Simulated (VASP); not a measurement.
# PrPb5 (P6/mmm) in VASP: single point with PBE

Aim: the single point of PrPb5 with PBE.

Everything below comes from runs of VASP 6.6.1. Logs are shortened: lines on timing, memory, paths and dates and some standing lists are left out, and cuts for length are marked.

### 1 The cell of the first run

It takes space group P6/mmm (No. 191, hexagonal). The conventional cell has a = 5.655 Å, b = 5.655 Å, c = 6.834 Å, α = 90.00°, β = 90.00°, γ = 120.00°. Within 4.5 Å of Pr (site symmetry 6/mmm) lie 14 Pb at 3.42 to 3.71 Å. Pb (site symmetry 3m) has 8 Pb at 3.26 to 3.66 Å and 3 Pr at 3.71 Å within 4.3 Å. Within 4.5 Å of Pb (site symmetry 6/mmm) lie 2 Pr at 3.42 Å and 12 Pb at 3.66 Å.

### 2 Single point, PBE

POSCAR reads:

```
PrPb5
1.0
    5.6548476927      0.0000000000      0.0000000000
   -2.8274238464      4.8972417564      0.0000000000
    0.0000000000      0.0000000000      6.8338011655
Pr Pb
1 5
Direct
    0.0000000000      0.0000000000      0.5000000000
    0.3333333333      0.6666666667      0.7568869714
    0.6666666667      0.3333333333      0.7568869714
    0.6666666667      0.3333333333      0.2431130286
    0.3333333333      0.6666666667      0.2431130286
    0.0000000000      0.0000000000      0.0000000000
```

INCAR.step1 reads:

```
ALGO = Normal
EDIFF = 1E-6
ENCUT = 400
GGA = PE
GGA_COMPAT = F
ISIF = 2
ISMEAR = 0
LASPH = T
LCHARG = T
LMAXMIX = 6
LORBIT = 11
LREAL = F
LWAVE = F
NBANDS = 50
NEDOS = 2001
NELM = 200
PREC = Accurate
SIGMA = 0.1
```

KPOINTS.step1 reads:

```
k-points
0
Gamma
  6 6 6
```

INCAR.step2 reads:

```
ALGO = Normal
EDIFF = 1E-6
ENCUT = 400
GGA = PE
GGA_COMPAT = F
ICHARG = 11
ISIF = 2
ISMEAR = -5
LASPH = T
LCHARG = F
LMAXMIX = 6
LORBIT = 11
LREAL = F
LWAVE = F
NBANDS = 50
NEDOS = 1001
NELM = 200
PREC = Accurate
SIGMA = 0.1
```

KPOINTS.step2 reads:

```
k-points
0
Gamma
  9 9 9
```

Potentials or basis: VASP PAW PBE potentials, release 64 (Pr_3, Pb_d), 4f in core.

The run is started by

```sh
$ cat potpaw_PBE.64/Pr_3/POTCAR potpaw_PBE.64/Pb_d/POTCAR > POTCAR
$ cp INCAR.step1 INCAR
$ cp KPOINTS.step1 KPOINTS
$ mpirun -np 1 vasp_std > vasp.out
$ cp INCAR.step2 INCAR
$ cp KPOINTS.step2 KPOINTS
$ mpirun -np 1 vasp_std > vasp.out
```

OUTCAR:

```text
EDIFF = 1E-6
   ENCUT = 400
   GGA = PE
   ICHARG = 11
   ISIF = 2
   ISMEAR = -5
   LASPH = T
   LORBIT = 11
   LREAL = F
   NELM = 200
   PREC = Accurate

 ion  position               nearest neighbor table
   1  0.000  0.000  0.500-   6 3.42   6 3.42   4 3.71   5 3.71   2 3.71   3 3.71   3 3.71   4 3.71
                             2 3.71   5 3.71   3 3.71   4 3.71   2 3.71   5 3.71
   2  0.333  0.667  0.757-   3 3.26   3 3.26   3 3.26   5 3.32   5 3.51   6 3.66   6 3.66   6 3.66
                             1 3.71   1 3.71   1 3.71
   3  0.667  0.333  0.757-   2 3.26   2 3.26   2 3.26   4 3.32   4 3.51   6 3.66   6 3.66   6 3.66
                             1 3.71   1 3.71   1 3.71
   4  0.667  0.333  0.243-   5 3.26   5 3.26   5 3.26   3 3.32   3 3.51   6 3.66   6 3.66   6 3.66
                             1 3.71   1 3.71   1 3.71
   5  0.333  0.667  0.243-   4 3.26   4 3.26   4 3.26   2 3.32   2 3.51   6 3.66   6 3.66   6 3.66
                             1 3.71   1 3.71   1 3.71
   6  0.000  0.000  0.000-   1 3.42   1 3.42   3 3.66   4 3.66   5 3.66   2 3.66   3 3.66   4 3.66
                             2 3.66   5 3.66   3 3.66   4 3.66   2 3.66   5 3.66

  LATTYP: Found a hexagonal cell.
 ALAT       =     5.6548476927
 C/A-ratio  =     1.2084854512

  Lattice vectors:

 A1 = (   5.6548476927,   0.0000000000,   0.0000000000)
 A2 = (  -2.8274238464,   4.8972417564,   0.0000000000)
 A3 = (   0.0000000000,   0.0000000000,   6.8338011655)

Analysis of symmetry for initial positions (statically):
=====================================================================
 Subroutine PRICEL returns:
 Original cell was already a primitive cell.

 Routine SETGRP: Setting up the symmetry group for a
 hexagonal supercell.

 Subroutine GETGRP returns: Found 24 space group operations
 (whereof 24 operations were pure point group operations)
 out of a pool of 24 trial point group operations.

The static configuration has the point symmetry D_6h.

Analysis of symmetry for dynamics (positions and initial velocities):
=====================================================================
 Subroutine PRICEL returns:
 Original cell was already a primitive cell.

 Routine SETGRP: Setting up the symmetry group for a
 hexagonal supercell.

 Subroutine GETGRP returns: Found 24 space group operations
 (whereof 24 operations were pure point group operations)
 out of a pool of 24 trial point group operations.

The dynamic configuration has the point symmetry D_6h.

 Subroutine INISYM returns: Found 24 space group operations
 (whereof 24 operations are pure point group operations),
 and found     1 'primitive' translations

----------------------------------------------------------------------------------------

                                     Primitive cell

  volume of cell :     189.2495

  direct lattice vectors                    reciprocal lattice vectors
     5.654847693  0.000000000  0.000000000     0.176839422  0.102098288  0.000000000
    -2.827423846  4.897241756  0.000000000     0.000000000  0.204196576  0.000000000
     0.000000000  0.000000000  6.833801165     0.000000000  0.000000000  0.146331445

  length of vectors
     5.654847693  5.654847693  6.833801165     0.204196576  0.204196576  0.146331445

  position of ions in fractional coordinates (direct lattice)
     0.000000000  0.000000000  0.500000000
     0.333333333  0.666666667  0.756886971
     0.666666667  0.333333333  0.756886971
     0.666666667  0.333333333  0.243113029
     0.333333333  0.666666667  0.243113029
     0.000000000  0.000000000  0.000000000

  ion indices of the primitive-cell ions
   primitive index   ion index
                 1           1
                 2           2
                 3           3
                 4           4
                 5           5
                 6           6

----------------------------------------------------------------------------------------

 KPOINTS: k-points

Automatic generation of k-mesh.
 Grid dimensions read from file:
 generate k-points for:    9    9    9

 Generating k-lattice:

  Cartesian coordinates                     Fractional coordinates (reciprocal lattice)
     0.019648825  0.011344254  0.000000000     0.111111111  0.000000000  0.000000000
     0.000000000  0.022688508  0.000000000     0.000000000  0.111111111  0.000000000
     0.000000000  0.000000000  0.016259049     0.000000000  0.000000000  0.111111111

  Length of vectors
     0.022688508  0.022688508  0.016259049

  Shift w.r.t. Gamma in fractional coordinates (k-lattice)
     0.000000000  0.000000000  0.000000000

 TETIRR: Found    699 inequivalent tetrahedra from     4374

 Subroutine IBZKPT returns following result:
 ===========================================

 Found     60 irreducible k-points:

 Following reciprocal coordinates:
            Coordinates               Weight
  0.000000  0.000000  0.000000      1.000000
  0.111111 -0.000000  0.000000      6.000000
  0.222222 -0.000000  0.000000      6.000000
  0.333333  0.000000  0.000000      6.000000
  0.444444 -0.000000  0.000000      6.000000
  0.111111  0.111111  0.000000      6.000000
[... 16 lines left out ...]
  0.333333  0.222222  0.111111     24.000000
  0.333333  0.333333  0.111111      4.000000
 [... further k-points ...]
   k-points           NKPTS =     60   k-points in BZ     NKDIM =     60   number of bands    NBANDS=     50
   number of dos      NEDOS =   1001   number of ions     NIONS =      6
   total plane-waves  NPLWV =  76800
   dimension x,y,z NGX =    40 NGY =   40 NGZ =   48
   dimension x,y,z NGXF=    80 NGYF=   80 NGZF=   96
   ions per type =               1   5
   NGX,Y,Z   is equivalent  to a cutoff of  11.76, 11.76, 11.68 a.u.
   NGXF,Y,Z  is equivalent  to a cutoff of  23.52, 23.52, 23.35 a.u.
 SYSTEM =  unknown system
   PREC   = accura    normal or accurate (medium, high low for compatibility)
   ISTART =      0    job   : 0-new  1-cont  2-samecut
   ICHARG =     11    charge: 1-file 2-atom 10-const
   ISPIN  =      1    spin polarized calculation?
   LNONCOLLINEAR =      F non collinear calculations
   LSORBIT =      F    spin-orbit coupling
   LASPH  =      T    aspherical Exc in radial PAW
   ENCUT  =  400.0 eV  29.40 Ry    5.42 a.u.   9.22  9.22 11.14*2*pi/ulx,y,z
   NELM   =    200;   NELMIN=  2; NELMDL=  0     # of ELM steps
   EDIFF  = 0.1E-05   stopping-criterion for ELM
   LREAL  =      F    real-space projection
   EDIFFG = 0.1E-04   stopping-criterion for IOM
   NSW    =      0    number of steps for IOM
   IBRION =     -1    ionic relax: 0-MD 1-quasi-New 2-CG
   NFREE  =      0    steps in history (QN), initial steepest desc. (CG)
   ISIF   =      2    stress and relaxation
   ISYM   =      2    0-nonsym 1-usesym 2-fastsym
   POTIM  = 0.5000    time-step for ionic-motion
   TEBEG  =    0.0;   TEEND  =   0.0 temperature during run
   PSTRESS=    0.0 pullay stress
   NELECT =      81.0000    total number of electrons
   NUPDOWN=      -1.0000    fix difference up-down
   EMIN   =  10.00;   EMAX   =-10.00  energy-range for DOS
   EFERMI =   0.00;   METHOD = LEGACY
   ISMEAR =    -5;   SIGMA  =   0.10  broadening in eV -4-tet -1-fermi 0-gaus
   EFERMI_NEDOS =   21; number of points for ismear=-14 and -15
   IALGO  =     38    algorithm
   IMIX   =      4    mixing-type and parameters
     AMIX     =   0.40;   BMIX     =  1.00
     AMIX_MAG =   1.60;   BMIX_MAG =  1.00
  volume/ion in A,a.u.               =      31.54       212.85
  Fermi-wavevector in a.u.,A,eV,Ry     =   1.233744  2.331437 20.709744  1.522123
  Thomas-Fermi vector in A             =   2.368462
   LORBIT       =     11    0 simple, 1 ext, 2 COOP (PROOUT), +10 PAW based schemes
   GGA     = PE    functional components
   LHFCALC =     F    Hartree Fock is set to
   AEXX    =    0.0000 exact exchange contribution
   IVDW    =     0    specifies the selected vdW correction
   LEPSILON=     F    determine dielectric tensor
   LRPA    =     F    only Hartree local field effects (RPA)
 non-spin polarized calculation
 Fermi weights with tetrahedron method with Bloechl corrections
  energy-cutoff  :      400.00
  volume of cell :      189.25
 maximum number of plane-waves:      3462
 NGX is ok and might be reduce to    40

 number of electron      80.9999996 magnetization

 Free energy of the ion-electron system (eV)
  ---------------------------------------------------
  ext. energy  EPLUGINS =         0.00000000
  ---------------------------------------------------
  free energy    TOTEN  =       -23.53524502 eV

  energy without entropy =      -23.53524502  energy(sigma->0) =      -23.53524502

 E-fermi :   6.5463     XC(G=0): -10.0246

 val. band max:        6.5500828384   @ k =   0.4444  -0.0000   0.4444
 cond. band min:       6.4476975824   @ k =   0.2222  -0.0000   0.2222
 fundamental gap:     -0.1023852560
 Fermi energy:         6.5462758316

 k-point     1 :       0.0000    0.0000    0.0000
  band No.  band energies     occupation
      1     -30.7617      2.00000
      2     -12.7228      2.00000
      3     -12.7228      2.00000
      4     -12.6643      2.00000
      5     -10.5503      2.00000
      6     -10.5158      2.00000
[... 42 lines left out ...]
     49      10.2807      0.00000
     50      10.3167      0.00000

 k-point     2 :       0.1111   -0.0000    0.0000
  band No.  band energies     occupation
      1     -30.7616      2.00000
      2     -12.7240      2.00000
      3     -12.7231      2.00000
      4     -12.6640      2.00000
      5     -10.5476      2.00000
      6     -10.5122      2.00000
[... 42 lines left out ...]
     49       9.4558      0.00000
     50      10.1105      0.00000

 k-point     3 :       0.2222   -0.0000    0.0000
  band No.  band energies     occupation
      1     -30.7616      2.00000
      2     -12.7267      2.00000
      3     -12.7237      2.00000
      4     -12.6631      2.00000
      5     -10.5405      2.00000
      6     -10.5021      2.00000
[... 42 lines left out ...]
     49       9.6987      0.00000
     50       9.7920      0.00000

 k-point     4 :       0.3333    0.0000    0.0000
  band No.  band energies     occupation
      1     -30.7615      2.00000
      2     -12.7296      2.00000
      3     -12.7244      2.00000
      4     -12.6624      2.00000
      5     -10.5328      2.00000
      6     -10.4922      2.00000
[... 999 lines left out ...]
 k-point    23 :       0.3333    0.2222    0.1111
  band No.  band energies     occupation
      1     -30.7614      2.00000
      2     -12.7301      2.00000
      3     -12.7267      2.00000
      4     -12.6661      2.00000
      5     -10.5200      2.00000
      6     -10.5062      2.00000
[... 42 lines left out ...]
     49      10.3159      0.00000
     50      10.4056      0.00000

 k-point    24 :       0.3333    0.3333    0.1111
  band No.  band energies     occupation
      1     -30.7614      2.00000
      2     -12.7286      2.00000
      3     -12.7286      2.00000
      4     -12.6661      2.00000
      5     -10.5102      2.00000
      6     -10.5102      2.00000
[... 42 lines left out ...]
     49      10.2100      0.00000
     50      10.8739      0.00000

 [... further k-points ...]

------------------------ aborting loop because EDIFF is reached ----------------------------------------

  FORCE on cell =-STRESS in cart. coord.  units (eV):
  Direction    XX          YY          ZZ          XY          YZ          ZX
  --------------------------------------------------------------------------------------
  -------------------------------------------------------------------------------------
  Total        0.0081969      0.0081969     -0.4106687     -0.0000000     -0.0000000      0.0000000
  in kB        0.0693945      0.0693945     -3.4767012     -0.0000000     -0.0000000      0.0000000
  external PRESSURE =      -1.1126374 kB  Pullay stress =       0.0000000 kB

 VOLUME and BASIS-vectors are now :
 -----------------------------------------------------------------------------
  energy-cutoff  :      400.00
  volume of cell :      189.25
      direct lattice vectors                 reciprocal lattice vectors
     5.654847693  0.000000000  0.000000000     0.176839422  0.102098288  0.000000000
    -2.827423846  4.897241756  0.000000000     0.000000000  0.204196576  0.000000000
     0.000000000  0.000000000  6.833801165     0.000000000  0.000000000  0.146331445

 POSITION                                       TOTAL-FORCE (eV/Angst)
 -----------------------------------------------------------------------------------
      0.00000      0.00000      3.41690        -0.000000      0.000000      0.000000
     -0.00000      3.26483      5.17242         0.000000      0.000000     -0.048564
      2.82742      1.63241      5.17242        -0.000000     -0.000000     -0.048564
      2.82742      1.63241      1.66139        -0.000000     -0.000000      0.048564
     -0.00000      3.26483      1.66139         0.000000      0.000000      0.048564
      0.00000      0.00000      0.00000        -0.000000      0.000000      0.000000
 -----------------------------------------------------------------------------------
    total drift:                                0.000000     -0.000000     -0.000000

  FREE ENERGIE OF THE ION-ELECTRON SYSTEM (eV)
  ---------------------------------------------------
  free  energy   TOTEN  =       -23.5352450210 eV

  energy  without entropy=      -23.5352450210  energy(sigma->0) =      -23.53524502

 total charge

# of ion       s       p       d       tot
------------------------------------------
    1        2.068   5.746   0.813   8.628
    2        1.364   0.821   9.805  11.990
    3        1.364   0.821   9.805  11.990
    4        1.364   0.821   9.805  11.990
    5        1.364   0.821   9.805  11.990
    6        1.387   0.755   9.806  11.949
--------------------------------------------------
tot          8.912   9.785  49.840  68.537
```

Wall time 3.1 min (1 thread of Intel Xeon 6975P-C (Granite Rapids), shared host); peak memory 0.44 GiB.

Results:

| Quantity | Value |
| --- | --- |
| Valence electrons inside the program's atomic spheres | Pr 8.63; Pb 11.99, 11.95 (each value once) |

Caveat: spin-orbit coupling is left out, which moves the levels of the heavy elements; the 4f electrons are frozen in the core, so they carry no moment and show no levels. Spin polarisation is off, so any magnetic state and its effect on volume and gap are missing.
